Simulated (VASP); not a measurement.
# MnSb (F-43m) in VASP: a series of runs, part 2 of 2

VASP 6.6.1. The steps go on from the part before.

## (5) Single point, PBEsol, collinear spin, ferromagnetic start

This run uses another cell than the first one, of 27.98 Å³/atom, 1.198 times its volume.

INCAR

```
SYSTEM = MnSb
PREC = Accurate ; ENCUT = 500
EDIFF = 1E-6 ; ISMEAR = 0
SIGMA = 0.05 ; LREAL = .FALSE.
LASPH = .TRUE. ; NELM = 200
ALGO = Normal ; ISIF = 2
LWAVE = .FALSE. ; LCHARG = .FALSE.
ISPIN = 2 ; MAGMOM = 3.5 0
LORBIT = 11 ; LMAXMIX = 4
GGA = PS ; NBANDS = 20
GGA_COMPAT = .FALSE.
```

KPOINTS

```
Automatic mesh
0
G
  10 10 10
  0 0 0
```

POSCAR

```
MnSb
1.0
    0.0000000000      3.0358397498      3.0358397498
    3.0358397498      0.0000000000      3.0358397498
    3.0358397498      3.0358397498      0.0000000000
Mn Sb
1 1
Direct
    0.0000000000      0.0000000000      0.0000000000
    0.2500000000      0.2500000000      0.2500000000
```

Potentials or basis: VASP PAW PBE potentials, release 64 (Mn_pv, Sb).

On the command line:

```
> cat potpaw_PBE.64/Mn_pv/POTCAR potpaw_PBE.64/Sb/POTCAR > POTCAR
> mpirun -np 1 vasp_std > vasp.out
```

OUTCAR:

```text
SYSTEM = MnSb
   PREC = Accurate
   ENCUT = 500
   EDIFF = 1E-6
   ISMEAR = 0
   LREAL = .FALSE.
   LASPH = .TRUE.
   NELM = 200
   ISIF = 2
   ISPIN = 2
   LORBIT = 11
   GGA = PS

 ion  position               nearest neighbor table
   1  0.000  0.000  0.000-   2 2.63   2 2.63   2 2.63   2 2.63
   2  0.250  0.250  0.250-   1 2.63   1 2.63   1 2.63   1 2.63

  LATTYP: Found a face centered cubic cell.
 ALAT       =     6.0716794996

  Lattice vectors:

 A1 = (   0.0000000000,   3.0358397498,   3.0358397498)
 A2 = (   3.0358397498,   0.0000000000,   3.0358397498)
 A3 = (   3.0358397498,   3.0358397498,   0.0000000000)

Analysis of symmetry for initial positions (statically):
=====================================================================
 Subroutine PRICEL returns:
 Original cell was already a primitive cell.

 Routine SETGRP: Setting up the symmetry group for a
 face centered cubic supercell.

 Subroutine GETGRP returns: Found 24 space group operations
 (whereof 24 operations were pure point group operations)
 out of a pool of 48 trial point group operations.

The static configuration has the point symmetry T_d .

Analysis of symmetry for dynamics (positions and initial velocities):
=====================================================================
 Subroutine PRICEL returns:
 Original cell was already a primitive cell.

 Routine SETGRP: Setting up the symmetry group for a
 face centered cubic supercell.

 Subroutine GETGRP returns: Found 24 space group operations
 (whereof 24 operations were pure point group operations)
 out of a pool of 48 trial point group operations.

The dynamic configuration has the point symmetry T_d .

Analysis of structural, dynamic, and magnetic symmetry:
=====================================================================
 Subroutine PRICEL returns:
 Original cell was already a primitive cell.

 Routine SETGRP: Setting up the symmetry group for a
 face centered cubic supercell.

 Subroutine GETGRP returns: Found 24 space group operations
 (whereof 24 operations were pure point group operations)
 out of a pool of 48 trial point group operations.

The overall configuration has the point symmetry T_d .

 Subroutine INISYM returns: Found 24 space group operations
 (whereof 24 operations are pure point group operations),
 and found     1 'primitive' translations

----------------------------------------------------------------------------------------

                                     Primitive cell

  volume of cell :      55.9586

  direct lattice vectors                    reciprocal lattice vectors
     0.000000000  3.035839750  3.035839750    -0.164699075  0.164699075  0.164699075
     3.035839750  0.000000000  3.035839750     0.164699075 -0.164699075  0.164699075
     3.035839750  3.035839750  0.000000000     0.164699075  0.164699075 -0.164699075

  length of vectors
     4.293325747  4.293325747  4.293325747     0.285267167  0.285267167  0.285267167

  position of ions in fractional coordinates (direct lattice)
     0.000000000  0.000000000  0.000000000
     0.250000000  0.250000000  0.250000000

  ion indices of the primitive-cell ions
   primitive index   ion index
                 1           1
                 2           2

[... 64 lines left out ...]
   ICHARG =      2    charge: 1-file 2-atom 10-const
   ISPIN  =      2    spin polarized calculation?
   LNONCOLLINEAR =      F non collinear calculations
   LSORBIT =      F    spin-orbit coupling
   LASPH  =      T    aspherical Exc in radial PAW
   ENCUT  =  500.0 eV  36.75 Ry    6.06 a.u.   7.83  7.83  7.83*2*pi/ulx,y,z
   NELM   =    200;   NELMIN=  2; NELMDL= -5     # of ELM steps
   EDIFF  = 0.1E-05   stopping-criterion for ELM
   LREAL  =      F    real-space projection
   EDIFFG = 0.1E-04   stopping-criterion for IOM
   NSW    =      0    number of steps for IOM
   IBRION =     -1    ionic relax: 0-MD 1-quasi-New 2-CG
   NFREE  =      0    steps in history (QN), initial steepest desc. (CG)
   ISIF   =      2    stress and relaxation
   ISYM   =      2    0-nonsym 1-usesym 2-fastsym
   POTIM  = 0.5000    time-step for ionic-motion
   TEBEG  =    0.0;   TEEND  =   0.0 temperature during run
   PSTRESS=    0.0 pullay stress
   NELECT =      18.0000    total number of electrons
   NUPDOWN=      -1.0000    fix difference up-down
   EMIN   =  10.00;   EMAX   =-10.00  energy-range for DOS
   EFERMI =   0.00;   METHOD = LEGACY
   ISMEAR =     0;   SIGMA  =   0.05  broadening in eV -4-tet -1-fermi 0-gaus
   EFERMI_NEDOS =   21; number of points for ismear=-14 and -15
   IALGO  =     38    algorithm
   IMIX   =      4    mixing-type and parameters
     AMIX     =   0.40;   BMIX     =  1.00
     AMIX_MAG =   1.60;   BMIX_MAG =  1.00
  volume/ion in A,a.u.               =      27.98       188.81
  Fermi-wavevector in a.u.,A,eV,Ry     =   1.121700  2.119706 17.119007  1.258211
  Thomas-Fermi vector in A             =   2.258355
   LORBIT       =     11    0 simple, 1 ext, 2 COOP (PROOUT), +10 PAW based schemes
   GGA     = PS    functional components
   LHFCALC =     F    Hartree Fock is set to
   AEXX    =    0.0000 exact exchange contribution
   IVDW    =     0    specifies the selected vdW correction
   LEPSILON=     F    determine dielectric tensor
   LRPA    =     F    only Hartree local field effects (RPA)
 spin polarized calculation
 Gauss-broadening in eV      SIGMA  =   0.05
  energy-cutoff  :      500.00
  volume of cell :       55.96
 maximum number of plane-waves:      1432
   NGX = 15   NGY = 15   NGZ = 15

 number of electron      18.0000006 magnetization       3.9986164

 Free energy of the ion-electron system (eV)
  ---------------------------------------------------
  ext. energy  EPLUGINS =         0.00000000
  ---------------------------------------------------
  free energy    TOTEN  =       -13.05517584 eV

  energy without entropy =      -13.05403913  energy(sigma->0) =      -13.05460749

 E-fermi :   4.5871     XC(G=0):  -9.3535

 val. band max:        4.5786726405   @ k =  -0.4000   0.3000   0.0000
 cond. band min:       4.6378114726   @ k =   0.4000   0.2000   0.0000
 fundamental gap:      0.0591388321
 Fermi energy:         4.5871476179

 spin component 1

 k-point     1 :       0.0000    0.0000    0.0000
  band No.  band energies     occupation
      1     -45.5729      1.00000
      2     -45.5729      1.00000
      3     -45.5729      1.00000
      4      -5.6306      1.00000
      5       1.0538      1.00000
      6       1.0538      1.00000
[... 541 lines left out ...]
     19      17.4617      0.00000
     20      18.6601      0.00000

 [... further k-points ...]

 spin component 2

 k-point     1 :       0.0000    0.0000    0.0000
  band No.  band energies     occupation
      1     -41.6017      1.00000
      2     -41.6017      1.00000
      3     -41.6017      1.00000
      4      -5.5143      1.00000
      5       3.1537      1.00000
      6       3.1537      1.00000
[... 541 lines left out ...]
     19      18.0243      0.00000
     20      19.1071      0.00000

 [... further k-points ...]

------------------------ aborting loop because EDIFF is reached ----------------------------------------

  FORCE on cell =-STRESS in cart. coord.  units (eV):
  Direction    XX          YY          ZZ          XY          YZ          ZX
  --------------------------------------------------------------------------------------
  -------------------------------------------------------------------------------------
  Total        0.0174267      0.0174267      0.0174267      0.0000000     -0.0000000     -0.0000000
  in kB        0.4989537      0.4989537      0.4989537      0.0000000     -0.0000000     -0.0000000
  external PRESSURE =       0.4989537 kB  Pullay stress =       0.0000000 kB

 VOLUME and BASIS-vectors are now :
 -----------------------------------------------------------------------------
  energy-cutoff  :      500.00
  volume of cell :       55.96
      direct lattice vectors                 reciprocal lattice vectors
     0.000000000  3.035839750  3.035839750    -0.164699075  0.164699075  0.164699075
     3.035839750  0.000000000  3.035839750     0.164699075 -0.164699075  0.164699075
     3.035839750  3.035839750  0.000000000     0.164699075  0.164699075 -0.164699075

 POSITION                                       TOTAL-FORCE (eV/Angst)
 -----------------------------------------------------------------------------------
      0.00000      0.00000      0.00000         0.000000      0.000000      0.000000
      1.51792      1.51792      1.51792        -0.000000     -0.000000     -0.000000
 -----------------------------------------------------------------------------------
    total drift:                                0.000000      0.000000      0.000000

  FREE ENERGIE OF THE ION-ELECTRON SYSTEM (eV)
  ---------------------------------------------------
  free  energy   TOTEN  =       -13.0551758395 eV

  energy  without entropy=      -13.0540391326  energy(sigma->0) =      -13.05460749

 total charge

# of ion       s       p       d       tot
------------------------------------------
    1        0.328   6.210   4.945  11.483
    2        1.142   1.355   0.026   2.524
--------------------------------------------------
tot          1.470   7.565   4.971  14.007

 magnetization (x)

# of ion       s       p       d       tot
------------------------------------------
    1        0.060   0.044   3.724   3.828
    2       -0.001  -0.162   0.016  -0.148
--------------------------------------------------
tot          0.059  -0.118   3.739   3.680
```

stdout:

```text
POSCAR found type information on POSCAR MnSb
 POSCAR found :  2 types and       2 ions
 scaLAPACK will be used
 -----------------------------------------------------------------------------
|                                                                             |
|                                                                             |
|     You enforced a specific xc type in the INCAR file but a different       |
|     I HOPE YOU KNOW WHAT YOU ARE DOING!                                     |
|                                                                             |
 -----------------------------------------------------------------------------

 LDA part: xc-table for (Slater+PW92), standard interpolation
 POSCAR, INCAR and KPOINTS ok, starting setup
 FFT: planning ... GRIDC
 FFT: planning ... GRID_SOFT
 FFT: planning ... GRID
 WAVECAR not read
 entering main loop
```

Run time: 44 s. Hardware: 1 thread of AMD EPYC 9R45 (Zen 5), shared host; peak memory 0.22 GiB.

What came out:

```yaml
Free_energy: -13.0552 eV
Pressure: 0.0 GPa
Band_gap_on_the_k_mesh: zero (filled and empty bands overlap)
Net_moment: 4.00 μB per cell
Site_moments: Mn +3.83; Sb -0.15 μB
Valence_electrons_inside_the_program's_atomic_spheres: Mn 11.48; Sb 2.52
```

Caveat: the PAW data sets were made with another functional, which shifts forces and pressure a little; spin-orbit coupling is left out, which moves the levels of the heavy elements; a cell with one magnetic atom can't hold antiferromagnetic order, which such compounds often take.

## (6) Single point, PBEsol, collinear spin, ferromagnetic start

This run uses another cell than the first one, of 28.13 Å³/atom, 1.204 times its volume.

INCAR

```
PREC = Accurate ; ENCUT = 500
EDIFF = 1E-6 ; ISMEAR = 0
SIGMA = 0.05 ; LREAL = False
LASPH = True ; NELM = 200
ALGO = Normal ; ISIF = 2
LWAVE = False ; LCHARG = True
ISPIN = 2 ; MAGMOM = 3.92 0
LORBIT = 11 ; LMAXMIX = 4
GGA = PS ; LELF = True
LVHAR = True ; NBANDS = 20
GGA_COMPAT = False
```

KPOINTS

```
regular mesh
0
Gamma
  10 10 10
```

POSCAR

```
MnSb
1.0
    0.0000000000      3.0413944868      3.0413944868
    3.0413944868      0.0000000000      3.0413944868
    3.0413944868      3.0413944868      0.0000000000
Mn Sb
1 1
Direct
    0.0000000000      0.0000000000      0.0000000000
    0.2500000000      0.2500000000      0.2500000000
```

Potentials or basis: VASP PAW PBE potentials, release 64 (Mn_pv, Sb).

On the command line:

```
> cat potpaw_PBE.64/Mn_pv/POTCAR potpaw_PBE.64/Sb/POTCAR > POTCAR
> mpirun -np 1 vasp_std > vasp.out
```

Run time: 46 s. Hardware: 1 thread of AMD EPYC 9R45 (Zen 5), shared host; peak memory 0.22 GiB.

The run converged. Its results:

| Item | Value |
| --- | --- |
| Free energy | -13.0551 eV |
| Pressure | -0.2 GPa |
| Band gap on the k mesh | zero (filled and empty bands overlap) |
| Net moment | 4.00 μB per cell |
| Site moments | Mn +3.83; Sb -0.15 μB |
| Valence electrons inside the program's atomic spheres | Mn 11.48; Sb 2.52 |

Levels at points of the mesh, in eV from the Fermi level:
Spin up:
```csv
k point,band 7,band 8,band 9,band 10,band 11,band 12,band 13,band 14,band 15,band 16
"(0.00, 0.00, 0.00)",-3.52,-2.82,-2.82,2.54,2.54,2.54,3.44,5.35,5.35,5.35
"(0.50, 0.00, 0.00)",-3.39,-2.74,-2.74,-2.48,1.07,1.07,3.77,5.98,5.98,7.39
"(0.50, 0.50, 0.00)",-2.96,-2.73,-2.64,-2.31,-0.86,-0.86,3.08,3.82,11.48,11.48
```
Spin down:
```tsv
k point	band 3	band 4	band 5	band 6	band 7	band 8	band 9	band 10	band 11	band 12
(0.00, 0.00, 0.00)	-46.18	-10.08	-1.42	-1.42	-1.42	0.78	0.78	3.96	3.96	3.96
(0.50, 0.00, 0.00)	-46.18	-8.98	-3.82	-1.31	-1.31	0.70	0.81	0.81	2.48	2.48
(0.50, 0.50, 0.00)	-46.18	-8.59	-3.70	-1.36	-1.36	0.08	0.76	0.97	1.11	1.11
```

Caveat: the PAW data sets were made with another functional, which shifts forces and pressure a little; spin-orbit coupling is left out, which moves the levels of the heavy elements; a cell with one magnetic atom can't hold antiferromagnetic order, which such compounds often take.

## (7) Overview

```tsv
cell	gap on the mesh (eV)	pressure (GPa)	moment (μB)
a = 4.043 Å, angles 60.0°, 2 atoms	none	9.2	3.21
a = 4.198 Å, angles 60.0°, 2 atoms	none	2.7	3.72
a = 4.290 Å, angles 60.0°, 2 atoms	none	0.2	4.00
a = 4.293 Å, angles 60.0°, 2 atoms	none	0.0	4.00
a = 4.301 Å, angles 60.0°, 2 atoms	none	-0.2	4.00
```

Alike in all rows: task single point; level PBEsol; potentials or basis VASP PAW PBE potentials, release 64 (Mn_pv, Sb); spin collinear, ferromagnetic start; k mesh 10 × 10 × 10; cutoff (eV) 500; smearing gaussian 0.05 eV.

Caveats: the PAW data sets were made with another functional, which shifts forces and pressure a little; spin-orbit coupling is left out, which moves the levels of the heavy elements; a cell with one magnetic atom can't hold antiferromagnetic order, which such compounds often take.

Total energies depend on the potentials used, so only differences within one code and one set of settings carry meaning.
